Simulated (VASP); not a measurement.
# Ru (P6_3/mmc) in VASP: a series of runs, part 2 of 2

VASP 6.6.1.

### 3 Single point, r2SCAN

This run uses another cell than the first one, of 13.12 Å³/atom.

The input, POSCAR:

```
Ru
1.0
    2.6786224625      0.0000000000      0.0000000000
   -1.3393112312      2.3197550996      0.0000000000
    0.0000000000      0.0000000000      4.2241888476
Ru
2
Direct
    0.3333333333      0.6666666667      0.2500000000
    0.6666666667      0.3333333333      0.7500000000
```

The input, INCAR.step1:

```
PREC = Accurate
ENCUT = 550
ISMEAR = -1
SIGMA = 0.05
LREAL = F
LASPH = T
NELM = 120
NBANDS = 21
GGA = PE
ALGO = Normal
EDIFF = 1E-5
LWAVE = T
LCHARG = F
GGA_COMPAT = F
```

The input, INCAR.step2:

```
PREC = Accurate
ENCUT = 550
EDIFF = 1E-6
ISMEAR = -1
SIGMA = 0.05
LREAL = F
LASPH = T
NELM = 120
ALGO = Normal
ISIF = 2
LWAVE = F
LCHARG = F
METAGGA = R2SCAN
LMIXTAU = T
NBANDS = 21
ISTART = 1
GGA_COMPAT = F
```

The input, KPOINTS:

```
Automatic mesh
0
Gamma
  20 20 12
```

Potentials or basis: VASP PAW PBE potentials, release 64 (Ru_pv).

Started as:

```sh
$ cat potpaw_PBE.64/Ru_pv/POTCAR > POTCAR
$ cp INCAR.step1 INCAR
$ mpirun -np 1 vasp_std > vasp.out
$ cp INCAR.step2 INCAR
$ mpirun -np 1 vasp_std > vasp.out
```

OUTCAR:

```text
PREC = Accurate
   ENCUT = 550
   EDIFF = 1E-6
   ISMEAR = -1
   LREAL = F
   LASPH = T
   NELM = 120
   ISIF = 2
   METAGGA = R2SCAN
   ISTART = 1

 ion  position               nearest neighbor table
   1  0.333  0.667  0.250-   2 2.62   2 2.62   2 2.62   2 2.62   2 2.62   2 2.62
   2  0.667  0.333  0.750-   1 2.62   1 2.62   1 2.62   1 2.62   1 2.62   1 2.62

  LATTYP: Found a hexagonal cell.
 ALAT       =     2.6786224625
 C/A-ratio  =     1.5770004570

  Lattice vectors:

 A1 = (   2.6786224625,   0.0000000000,   0.0000000000)
 A2 = (  -1.3393112312,   2.3197550996,   0.0000000000)
 A3 = (   0.0000000000,   0.0000000000,   4.2241888476)

Analysis of symmetry for initial positions (statically):
=====================================================================
 Subroutine PRICEL returns:
 Original cell was already a primitive cell.

 Routine SETGRP: Setting up the symmetry group for a
 hexagonal supercell.

 Subroutine GETGRP returns: Found 24 space group operations
 (whereof 12 operations were pure point group operations)
 out of a pool of 24 trial point group operations.

The static configuration has the point symmetry D_3d.
 The point group associated with its full space group is D_6h.

Analysis of symmetry for dynamics (positions and initial velocities):
=====================================================================
 Subroutine PRICEL returns:
 Original cell was already a primitive cell.

 Routine SETGRP: Setting up the symmetry group for a
 hexagonal supercell.

 Subroutine GETGRP returns: Found 24 space group operations
 (whereof 12 operations were pure point group operations)
 out of a pool of 24 trial point group operations.

The dynamic configuration has the point symmetry D_3d.
 The point group associated with its full space group is D_6h.

 Subroutine INISYM returns: Found 24 space group operations
 (whereof 12 operations are pure point group operations),
 and found     1 'primitive' translations

[... 110 lines left out ...]
   EFERMI_NEDOS =   21; number of points for ismear=-14 and -15
   IALGO  =     38    algorithm
   IMIX   =      4    mixing-type and parameters
     AMIX     =   0.40;   BMIX     =  1.00
     AMIX_MAG =   1.60;   BMIX_MAG =  1.00
  volume/ion in A,a.u.               =      13.12        88.57
  Fermi-wavevector in a.u.,A,eV,Ry     =   1.672740  3.161021 38.069919  2.798060
  Thomas-Fermi vector in A             =   2.757834
   LORBIT       =      0    0 simple, 1 ext, 2 COOP (PROOUT), +10 PAW based schemes
   METAGGA = R2SCAN    functional components
   LHFCALC =     F    Hartree Fock is set to
   AEXX    =    0.0000 exact exchange contribution
   IVDW    =     0    specifies the selected vdW correction
   LEPSILON=     F    determine dielectric tensor
   LRPA    =     F    only Hartree local field effects (RPA)
 non-spin polarized calculation
  energy-cutoff  :      550.00
  volume of cell :       26.25
 maximum number of plane-waves:       788
   NGX = 11   NGY = 11   NGZ = 17

 number of electron      27.9999992 magnetization

 Free energy of the ion-electron system (eV)
  ---------------------------------------------------
  ext. energy  EPLUGINS =         0.00000000
  ---------------------------------------------------
  free energy    TOTEN  =       -50.83185513 eV

  energy without entropy =      -50.81920266  energy(sigma->0) =      -50.82552890

 E-fermi :  13.4051     XC(G=0): -15.6517

 val. band max:       13.3822508579   @ k =   0.3000  -0.0000   0.1667
 cond. band min:      13.4086302098   @ k =   0.3000  -0.0000   0.2500
 fundamental gap:      0.0263793519
 Fermi energy:        13.4050613486

 k-point     1 :       0.0000    0.0000    0.0000
  band No.  band energies     occupation
      1     -31.8772      2.00000
      2     -30.7576      2.00000
      3     -30.7576      2.00000
      4     -30.5512      2.00000
      5     -30.5512      2.00000
      6     -30.4910      2.00000
[... 565 lines left out ...]
     20      23.1766      0.00000
     21      24.2197      0.00000

 [... further k-points ...]

------------------------ aborting loop because EDIFF is reached ----------------------------------------

  FORCE on cell =-STRESS in cart. coord.  units (eV):
  Direction    XX          YY          ZZ          XY          YZ          ZX
  --------------------------------------------------------------------------------------
  -------------------------------------------------------------------------------------
  Total        1.9190622      1.9190622      1.9487677      0.0000000      0.0000000      0.0000000
  in kB      117.1393090    117.1393090    118.9525306      0.0000000      0.0000000      0.0000000
  external PRESSURE =     117.7437162 kB  Pullay stress =       0.0000000 kB

 VOLUME and BASIS-vectors are now :
 -----------------------------------------------------------------------------
  energy-cutoff  :      550.00
  volume of cell :       26.25
      direct lattice vectors                 reciprocal lattice vectors
     2.678622462  0.000000000  0.000000000     0.373326220  0.215539994  0.000000000
    -1.339311231  2.319755100  0.000000000     0.000000000  0.431079988  0.000000000
     0.000000000  0.000000000  4.224188848     0.000000000  0.000000000  0.236731840

 POSITION                                       TOTAL-FORCE (eV/Angst)
 -----------------------------------------------------------------------------------
     -0.00000      1.54650      1.05605         0.000000     -0.000000      0.000000
      1.33931      0.77325      3.16814        -0.000000      0.000000      0.000000
 -----------------------------------------------------------------------------------
    total drift:                                0.000000     -0.000000      0.000000

  FREE ENERGIE OF THE ION-ELECTRON SYSTEM (eV)
  ---------------------------------------------------
  free  energy   TOTEN  =       -50.8318551347 eV

  energy  without entropy=      -50.8192026575  energy(sigma->0) =      -50.82552890
```

OUTCAR.step1:

```text
PREC = Accurate
   ENCUT = 550
   ISMEAR = -1
   LREAL = F
   LASPH = T
   NELM = 120
[... 797 lines left out ...]
 -----------------------------------------------------------------------------------
     -0.00000      1.54650      1.05605        -0.000000      0.000000      0.000000
      1.33931      0.77325      3.16814         0.000000     -0.000000      0.000000
 -----------------------------------------------------------------------------------
    total drift:                                0.000000     -0.000000      0.000000

  FREE ENERGIE OF THE ION-ELECTRON SYSTEM (eV)
  ---------------------------------------------------
  free  energy   TOTEN  =       -18.4107554241 eV

  energy  without entropy=      -18.3975592502  energy(sigma->0) =      -18.40415734
```

OSZICAR.step1:

```text
N       E                     dE             d eps       ncg     rms          rms(c)
DAV:   1     0.296579032318E+03    0.29658E+03   -0.18073E+04 12976   0.155E+03
DAV:   2    -0.136333731575E+02   -0.31021E+03   -0.30063E+03 13179   0.456E+02
DAV:   3    -0.196726790281E+02   -0.60393E+01   -0.60044E+01 15261   0.711E+01
DAV:   4    -0.197172135277E+02   -0.44534E-01   -0.44469E-01 16117   0.586E+00
DAV:   5    -0.197177823986E+02   -0.56887E-03   -0.56554E-03 14756   0.604E-01    0.193E+01
DAV:   6    -0.185031364099E+02    0.12146E+01   -0.26762E+00 15006   0.160E+01    0.563E+00
DAV:   7    -0.184191159333E+02    0.84020E-01   -0.47182E-01 14861   0.520E+00    0.113E+00
DAV:   8    -0.184109776922E+02    0.81382E-02   -0.17624E-02 14086   0.121E+00    0.328E-01
DAV:   9    -0.184107473715E+02    0.23032E-03   -0.51484E-04 14931   0.243E-01    0.358E-02
DAV:  10    -0.184107554241E+02   -0.80526E-05   -0.42550E-05 14050   0.674E-02
   1 F= -.18410755E+02 E0= -.18404157E+02  d E =-.131962E-01
```

It took 12 min on 1 thread of Oxide Virtual Turin-like, shared host; peak memory 0.22 GiB.

What came out:

```
Free energy            : -50.8319 eV
Pressure               : 11.8 GPa
Band gap on the k mesh : zero (bands 14 and 15 overlap by 3.56 eV)
```

Caveat: the cell stands under pressure; an empty level that is flat over the whole mesh can mark a ghost state of the potentials, or a narrow d or f band; the PAW data sets were made with another functional, which shifts forces and pressure a little.

### 4 Single point, r2SCAN

This run uses another cell than the first one, of 13.23 Å³/atom.

The input, POSCAR:

```
Ru
1.0
    2.6860707793      0.0000000000      0.0000000000
   -1.3430353896      2.3262055312      0.0000000000
    0.0000000000      0.0000000000      4.2344425035
Ru
2
Direct
    0.3333333333      0.6666666667      0.2500000000
    0.6666666667      0.3333333333      0.7500000000
```

The input, INCAR.step1:

```
  PREC = Accurate
  ENCUT = 550
  ISMEAR = -1
  SIGMA = 0.05
  LREAL = False
  LASPH = True
  NELM = 120
  NBANDS = 21
  GGA = PE
  ALGO = Normal
  EDIFF = 1E-5
  LWAVE = True
  LCHARG = False
  GGA_COMPAT = False
```

The input, INCAR.step2:

```
  PREC = Accurate
  ENCUT = 550
  EDIFF = 1E-6
  ISMEAR = -1
  SIGMA = 0.05
  LREAL = False
  LASPH = True
  NELM = 120
  ALGO = Normal
  ISIF = 2
  LWAVE = False
  LCHARG = False
  METAGGA = R2SCAN
  LMIXTAU = True
  NBANDS = 21
  ISTART = 1
  GGA_COMPAT = False
```

KPOINTS is that of step 3.

Started as:

```sh
$ cat potpaw_PBE.64/Ru_pv/POTCAR > POTCAR
$ cp INCAR.step1 INCAR
$ mpirun -np 1 vasp_std > vasp.out
$ cp INCAR.step2 INCAR
$ mpirun -np 1 vasp_std > vasp.out
```

Run time: 18 min. Hardware: 1 thread of Oxide Virtual Turin-like, shared host; peak memory 0.23 GiB.

The run converged. Its results:

```
Free energy            : -50.8454 eV
Pressure               : 8.7 GPa
Band gap on the k mesh : zero (bands 14 and 15 overlap by 3.52 eV)
```

Stress tensor (GPa, compression positive):
```
8.63 0.00 0.00
0.00 8.63 0.00
0.00 0.00 8.81
```

Levels at points of the mesh, in eV from the Fermi level:
| k point | band 10 | band 11 | band 12 | band 13 | band 14 | band 15 | band 16 | band 17 | band 18 | band 19 |
| --- | --- | --- | --- | --- | --- | --- | --- | --- | --- | --- |
| (0.00, 0.00, 0.00) | -2.86 | -2.63 | -2.12 | -2.12 | -1.59 | -1.59 | 1.23 | 1.23 | 1.39 | 8.36 |
| (0.50, 0.00, 0.00) | -3.35 | -2.27 | -1.97 | -1.66 | 1.47 | 1.94 | 2.04 | 4.33 | 6.56 | 8.36 |
| (0.00, 0.00, 0.50) | -3.06 | -3.06 | -3.06 | -2.93 | -2.93 | 0.54 | 0.54 | 0.54 | 0.54 | 8.36 |
| (0.50, 0.00, 0.50) | -4.96 | -1.21 | -1.21 | 0.44 | 0.44 | 1.76 | 1.76 | 3.60 | 3.60 | 8.36 |

Caveat: the cell stands under pressure; the PAW data sets were made with another functional, which shifts forces and pressure a little.

### 5 Single point, r2SCAN

This run uses another cell than the first one, of 13.34 Å³/atom.

The input, POSCAR:

```
Ru
1.0
    2.6938027045      0.0000000000      0.0000000000
   -1.3469013523      2.3329015749      0.0000000000
    0.0000000000      0.0000000000      4.2450497967
Ru
2
Direct
    0.3333333333      0.6666666667      0.2500000000
    0.6666666667      0.3333333333      0.7500000000
```

The input, INCAR.step1:

```
ALGO     = Normal         # electronic algorithm
EDIFF    = 1E-5           # SCF threshold, eV
ENCUT    = 550            # plane-wave cutoff, eV
GGA      = PE             # functional
GGA_COMPAT= F            
ISMEAR   = -1             # smearing method
LASPH    = T              # aspherical terms in the spheres
LCHARG   = F              # write CHGCAR
LREAL    = F              # projectors in reciprocal space
LWAVE    = T              # write WAVECAR
NBANDS   = 21             # bands
NELM     = 120            # most SCF steps
PREC     = Accurate       # precision mode
SIGMA    = 0.05           # smearing width, eV
```

The input, INCAR.step2:

```
ALGO     = Normal         # electronic algorithm
EDIFF    = 1E-6           # SCF threshold, eV
ENCUT    = 550            # plane-wave cutoff, eV
GGA_COMPAT= F            
ISIF     = 2              # what is computed and relaxed
ISMEAR   = -1             # smearing method
ISTART   = 1            
LASPH    = T              # aspherical terms in the spheres
LCHARG   = F              # write CHGCAR
LMIXTAU  = T            
LREAL    = F              # projectors in reciprocal space
LWAVE    = F              # write WAVECAR
METAGGA  = R2SCAN         # meta-GGA
NBANDS   = 21             # bands
NELM     = 120            # most SCF steps
PREC     = Accurate       # precision mode
SIGMA    = 0.05           # smearing width, eV
```

The input, KPOINTS:

```
k-points
0
Gamma
  20 20 12
```

Started as:

```sh
$ cat potpaw_PBE.64/Ru_pv/POTCAR > POTCAR
$ cp INCAR.step1 INCAR
$ mpirun -np 1 vasp_std > vasp.out
$ cp INCAR.step2 INCAR
$ mpirun -np 1 vasp_std > vasp.out
```

Wall time 16 min (1 thread of Oxide Virtual Turin-like, shared host); peak memory 0.24 GiB.

It converged, with:

- Free energy: -50.8553 eV
- Pressure: 5.6 GPa
- Band gap on the k mesh: zero (bands 14 and 15 overlap by 3.47 eV)

Stress tensor (GPa, compression positive):
```
5.56 0.00 0.00
0.00 5.56 0.00
0.00 0.00 5.73
```

Levels at points of the mesh, in eV from the Fermi level:
```csv
k point,band 10,band 11,band 12,band 13,band 14,band 15,band 16,band 17,band 18,band 19
"(0.00, 0.00, 0.00)",-2.83,-2.59,-2.09,-2.09,-1.58,-1.58,1.22,1.22,1.38,8.36
"(0.50, 0.00, 0.00)",-3.31,-2.25,-1.96,-1.64,1.45,1.91,2.02,4.28,6.49,8.36
"(0.00, 0.00, 0.50)",-3.02,-3.02,-3.02,-2.90,-2.90,0.54,0.54,0.54,0.54,8.36
"(0.50, 0.00, 0.50)",-4.90,-1.20,-1.20,0.43,0.43,1.73,1.73,3.57,3.57,8.36
```

Caveat: the cell stands under pressure; the PAW data sets were made with another functional, which shifts forces and pressure a little.

### 6 Overview

```csv
cell,gap on the mesh (eV),pressure (GPa)
"a = 2.667, b = 2.667, c = 4.208 Å, angles 90.0, 90.0, 120.0°, 2 atoms",none,16.8
"a = 2.679, b = 2.679, c = 4.224 Å, angles 90.0, 90.0, 120.0°, 2 atoms",none,11.8
"a = 2.686, b = 2.686, c = 4.234 Å, angles 90.0, 90.0, 120.0°, 2 atoms",none,8.7
"a = 2.694, b = 2.694, c = 4.245 Å, angles 90.0, 90.0, 120.0°, 2 atoms",none,5.6
```

Alike in all rows: task single point; level r2SCAN; potentials or basis VASP PAW PBE potentials, release 64 (Ru_pv); no spin polarisation; k mesh 20 × 20 × 12; cutoff (eV) 550; smearing fermi-dirac 0.05 eV.

Caveats: the cell stands under pressure; the PAW data sets were made with another functional, which shifts forces and pressure a little; an empty level that is flat over the whole mesh can mark a ghost state of the potentials, or a narrow d or f band (at least some runs).

Absolute energies hang on the potentials; compare differences alone.

The gap in the log of VASP goes by the Fermi energy; the results here count the filled bands.